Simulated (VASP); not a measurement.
# InP (F-43m) in VASP: single point with HSE06

Aim: the single point of InP with HSE06.

Everything below comes from runs of VASP 6.6.1. Logs are shortened: lines on timing, memory, paths and dates and some standing lists are left out, and cuts for length are marked.

**1. The cell of the first run**

Symmetry: F-43m, No. 216, cubic system. The conventional cell has a = 5.878 Å, b = 5.878 Å, c = 5.878 Å, α = 90.00°, β = 90.00°, γ = 90.00°. Within 3.4 Å of In (site symmetry -43m) lie 4 P at 2.55 Å. Within 3.4 Å of P (site symmetry -43m) lie 4 In at 2.55 Å.

**2. Single point, HSE06, non-collinear spin, zero start, spin-orbit coupling**

Contents of POSCAR:

```
InP
1.0
    0.0000000000      2.9390910315      2.9390910315
    2.9390910315      0.0000000000      2.9390910315
    2.9390910315      2.9390910315      0.0000000000
In P
1 1
Direct
    0.0000000000      0.0000000000      0.0000000000
    0.2500000000      0.2500000000      0.2500000000
```

Contents of INCAR.step1:

```
SYSTEM = InP
PREC     = Accurate       ! precision mode
ENCUT    = 520            ! plane-wave cutoff, eV
EDIFF    = 1E-5           ! SCF threshold, eV
ISMEAR   = 0              ! smearing method
SIGMA    = 0.01           ! smearing width, eV
LREAL    = .False.        ! projectors in reciprocal space
LASPH    = .True.         ! aspherical terms in the spheres
NELM     = 150            ! most SCF steps
ALGO     = Normal         ! electronic algorithm
ISIF     = 2              ! what is computed and relaxed
LWAVE    = .True.         ! write WAVECAR
LCHARG   = .False.        ! write CHGCAR
MAGMOM   = 0 0 0 0 0 0    ! initial moments
LORBIT   = 11             ! projections on sites
LSORBIT  = .True.         ! spin-orbit coupling
GGA_COMPAT= .False.      
LORBMOM  = .True.       
GGA      = PE             ! functional
NBANDS   = 30             ! bands
```

Contents of INCAR.step2:

```
SYSTEM = InP
PREC     = Accurate       ! precision mode
ENCUT    = 520            ! plane-wave cutoff, eV
EDIFF    = 1E-6           ! SCF threshold, eV
ISMEAR   = 0              ! smearing method
SIGMA    = 0.01           ! smearing width, eV
LREAL    = .False.        ! projectors in reciprocal space
LASPH    = .True.         ! aspherical terms in the spheres
NELM     = 150            ! most SCF steps
ALGO     = Normal         ! electronic algorithm
ISIF     = 2              ! what is computed and relaxed
LWAVE    = .False.        ! write WAVECAR
LCHARG   = .False.        ! write CHGCAR
MAGMOM   = 0 0 0 0 0 0    ! initial moments
LORBIT   = 11             ! projections on sites
LSORBIT  = .True.         ! spin-orbit coupling
GGA_COMPAT= .False.      
LORBMOM  = .True.       
GGA      = PE             ! functional
LHFCALC  = .True.         ! exact exchange
HFSCREEN = 0.2079         ! screening, 1/A
PRECFOCK = Normal       
ISTART   = 1            
NBANDS   = 30             ! bands
```

Contents of KPOINTS:

```
Automatic mesh
0
Gamma
  4 4 4
  0 0 0
```

Potentials or basis: VASP PAW PBE potentials, release 64 (In_d, P).

Run with:

```
cat potpaw_PBE.64/In_d/POTCAR potpaw_PBE.64/P/POTCAR > POTCAR
cp INCAR.step1 INCAR
mpirun -np 1 vasp_ncl > vasp.out
cp INCAR.step2 INCAR
mpirun -np 1 vasp_ncl > vasp.out
```

OUTCAR:

```text
SYSTEM = InP
   PREC = Accurate
   ENCUT = 520
   EDIFF = 1E-6
   ISMEAR = 0
   LREAL = .False.
   LASPH = .True.
   NELM = 150
   ISIF = 2
   LORBIT = 11
   LSORBIT = .True.
   GGA = PE
   LHFCALC = .True.
   HFSCREEN = 0.2079
   PRECFOCK = Normal
   ISTART = 1

 ion  position               nearest neighbor table
   1  0.000  0.000  0.000-   2 2.55   2 2.55   2 2.55   2 2.55
   2  0.250  0.250  0.250-   1 2.55   1 2.55   1 2.55   1 2.55

  LATTYP: Found a face centered cubic cell.
 ALAT       =     5.8781820630

  Lattice vectors:

 A1 = (   0.0000000000,   2.9390910315,   2.9390910315)
 A2 = (   2.9390910315,   0.0000000000,   2.9390910315)
 A3 = (   2.9390910315,   2.9390910315,   0.0000000000)

Analysis of symmetry for initial positions (statically):
=====================================================================
 Subroutine PRICEL returns:
 Original cell was already a primitive cell.

 Routine SETGRP: Setting up the symmetry group for a
 face centered cubic supercell.

 Subroutine GETGRP returns: Found 24 space group operations
 (whereof 24 operations were pure point group operations)
 out of a pool of 48 trial point group operations.

The static configuration has the point symmetry T_d .

Analysis of symmetry for dynamics (positions and initial velocities):
=====================================================================
 Subroutine PRICEL returns:
 Original cell was already a primitive cell.

 Routine SETGRP: Setting up the symmetry group for a
 face centered cubic supercell.

 Subroutine GETGRP returns: Found 24 space group operations
 (whereof 24 operations were pure point group operations)
 out of a pool of 48 trial point group operations.

The dynamic configuration has the point symmetry T_d .

Analysis of structural, dynamic, and magnetic symmetry:
=====================================================================
 Subroutine PRICEL returns:
 Original cell was already a primitive cell.

 Routine SETGRP: Setting up the symmetry group for a
 face centered cubic supercell.

 Subroutine GETGRP returns: Found 24 space group operations
 (whereof 24 operations were pure point group operations)
 out of a pool of 48 trial point group operations.

The overall configuration has the point symmetry T_d .

 Subroutine INISYM returns: Found 24 space group operations
[... 500 lines left out ...]
      0.00000      0.00000      0.00000         0.000000      0.000000      0.000000
      1.46955      1.46955      1.46955        -0.000000     -0.000000     -0.000000
 -----------------------------------------------------------------------------------
    total drift:                                0.000003     -0.000004      0.000009

  FREE ENERGIE OF THE ION-ELECTRON SYSTEM (eV)
  ---------------------------------------------------
  free  energy   TOTEN  =        -9.9330670724 eV

  energy  without entropy=       -9.9330670724  energy(sigma->0) =       -9.93306707

 orbital moment (x)

 # of ion     p       d       tot
 ----------------------------------------
  1         0.000   0.000   0.000
  2         0.000   0.000   0.000
 ----------------------------------------
            0.000   0.000   0.000

 orbital moment (y)

 # of ion     p       d       tot
 ----------------------------------------
  1        -0.000   0.000   0.000
  2         0.000   0.000   0.000
 ----------------------------------------
           -0.000   0.000   0.000

 orbital moment (z)

 # of ion     p       d       tot
 ----------------------------------------
  1         0.000   0.000   0.000
  2         0.000   0.000   0.000
 ----------------------------------------
            0.000   0.000   0.000

 Spin-Orbit-Coupling matrix elements

 Ion:    1  E_soc:     -0.0674824
 l=   1
     0.0000000    -0.0050173    -0.0050173
    -0.0050173     0.0000000    -0.0050173
    -0.0050173    -0.0050173     0.0000000
 l=   2
     0.0000000    -0.0012835     0.0000000    -0.0012835    -0.0049462
    -0.0012835     0.0000000    -0.0037097    -0.0012835    -0.0012366
     0.0000000    -0.0037097     0.0000000    -0.0037097     0.0000000
    -0.0012835    -0.0012835    -0.0037097     0.0000000    -0.0012365
    -0.0049462    -0.0012366     0.0000000    -0.0012365     0.0000000
 l=   3
     0.0000000     0.0000000     0.0000000     0.0000000     0.0000000     0.0000000     0.0000000
     0.0000000     0.0000000     0.0000000     0.0000000     0.0000000     0.0000000     0.0000000
     0.0000000     0.0000000     0.0000000     0.0000000     0.0000000     0.0000000     0.0000000
     0.0000000     0.0000000     0.0000000     0.0000000     0.0000000     0.0000000     0.0000000
     0.0000000     0.0000000     0.0000000     0.0000000     0.0000000     0.0000000     0.0000000
     0.0000000     0.0000000     0.0000000     0.0000000     0.0000000     0.0000000     0.0000000
     0.0000000     0.0000000     0.0000000     0.0000000     0.0000000     0.0000000     0.0000000

 Ion:    2  E_soc:     -0.0009571
 l=   1
     0.0000000    -0.0001595    -0.0001595
    -0.0001595     0.0000000    -0.0001595
    -0.0001595    -0.0001595     0.0000000
 l=   2
     0.0000000     0.0000000     0.0000000     0.0000000     0.0000000
     0.0000000     0.0000000     0.0000000     0.0000000     0.0000000
     0.0000000     0.0000000     0.0000000     0.0000000     0.0000000
     0.0000000     0.0000000     0.0000000     0.0000000     0.0000000
     0.0000000     0.0000000     0.0000000     0.0000000     0.0000000
 l=   3
     0.0000000     0.0000000     0.0000000     0.0000000     0.0000000     0.0000000     0.0000000
     0.0000000     0.0000000     0.0000000     0.0000000     0.0000000     0.0000000     0.0000000
     0.0000000     0.0000000     0.0000000     0.0000000     0.0000000     0.0000000     0.0000000
     0.0000000     0.0000000     0.0000000     0.0000000     0.0000000     0.0000000     0.0000000
     0.0000000     0.0000000     0.0000000     0.0000000     0.0000000     0.0000000     0.0000000
     0.0000000     0.0000000     0.0000000     0.0000000     0.0000000     0.0000000     0.0000000
     0.0000000     0.0000000     0.0000000     0.0000000     0.0000000     0.0000000     0.0000000

 total charge

# of ion       s       p       d       tot
------------------------------------------
    1        0.829   0.783   9.917  11.530
    2        1.012   1.528   0.000   2.541
--------------------------------------------------
tot          1.842   2.312   9.917  14.071

 magnetization (x)

# of ion       s       p       d       tot
------------------------------------------
    1        0.000  -0.000  -0.000  -0.000
    2        0.000   0.000   0.000   0.000
--------------------------------------------------
tot          0.000  -0.000  -0.000  -0.000

 magnetization (y)

# of ion       s       p       d       tot
------------------------------------------
    1        0.000  -0.000  -0.000  -0.000
    2        0.000   0.000   0.000   0.000
--------------------------------------------------
tot          0.000  -0.000  -0.000  -0.000

 magnetization (z)

# of ion       s       p       d       tot
------------------------------------------
    1        0.000  -0.000  -0.000  -0.000
    2       -0.000   0.000   0.000   0.000
--------------------------------------------------
tot         -0.000   0.000  -0.000  -0.000
```

OUTCAR.step1:

```text
SYSTEM = InP
   PREC = Accurate
   ENCUT = 520
   EDIFF = 1E-5
   ISMEAR = 0
   LREAL = .False.
   LASPH = .True.
   NELM = 150
   ISIF = 2
   LORBIT = 11
   LSORBIT = .True.
[... 648 lines left out ...]
tot          0.000   0.000  -0.000   0.000

 magnetization (y)

# of ion       s       p       d       tot
------------------------------------------
    1        0.000   0.000   0.000   0.000
    2        0.000   0.000   0.000   0.000
--------------------------------------------------
tot          0.000   0.000   0.000   0.000

 magnetization (z)

# of ion       s       p       d       tot
------------------------------------------
    1       -0.000   0.000   0.000   0.000
    2        0.000   0.000   0.000   0.000
--------------------------------------------------
tot          0.000   0.000   0.000   0.000
```

OSZICAR.step1:

```text
N       E                     dE             d eps       ncg     rms          rms(c)
DAV:   1     0.155192119628E+03    0.15519E+03   -0.80408E+03   600   0.134E+03
DAV:   2     0.797895557479E+01   -0.14721E+03   -0.14044E+03   612   0.354E+02
DAV:   3    -0.798724775119E+01   -0.15966E+02   -0.15680E+02   738   0.124E+02
DAV:   4    -0.872542001102E+01   -0.73817E+00   -0.73620E+00   726   0.267E+01
DAV:   5    -0.876596017208E+01   -0.40540E-01   -0.40532E-01   934   0.587E+00    0.569E+00
DAV:   6    -0.834078243712E+01    0.42518E+00   -0.51489E-01   868   0.142E+01    0.336E+00
DAV:   7    -0.831617860357E+01    0.24604E-01   -0.27443E-01   948   0.385E+00    0.142E+00
DAV:   8    -0.831600053456E+01    0.17807E-03   -0.19988E-02   912   0.206E+00    0.809E-01
DAV:   9    -0.831690027288E+01   -0.89974E-03   -0.22576E-03   712   0.338E-01    0.221E-01
DAV:  10    -0.831707846017E+01   -0.17819E-03   -0.11682E-03   856   0.636E-01    0.122E-01
DAV:  11    -0.831724797898E+01   -0.16952E-03   -0.36339E-04   734   0.253E-01    0.150E-02
DAV:  12    -0.831725518830E+01   -0.72093E-05   -0.37004E-05   744   0.485E-02
   1 F= -.83172552E+01 E0= -.83172552E+01  d E =-.177246E-44  mag=    -0.0000    -0.0000    -0.0000
```

It took 43 min on 1 thread of Intel Xeon Platinum 8259CL at 2.50GHz (Skylake/Cascade Lake), shared host; peak memory 0.43 GiB.

Results:

| Quantity | Value |
| --- | --- |
| Free energy | -9.9331 eV |
| Pressure | 0.8 GPa |
| Net moment | 0.00 μB per cell |
| Valence electrons inside the program's atomic spheres | In 11.53; P 2.54 |

Moments on the atoms (μB; x, y, z):
```
In  0.00 0.00 0.00
P   0.00 0.00 0.00
```

Caveat: the k points lie up to 0.46 Å⁻¹ apart; the PAW data sets were made with another functional, which shifts forces and pressure a little.
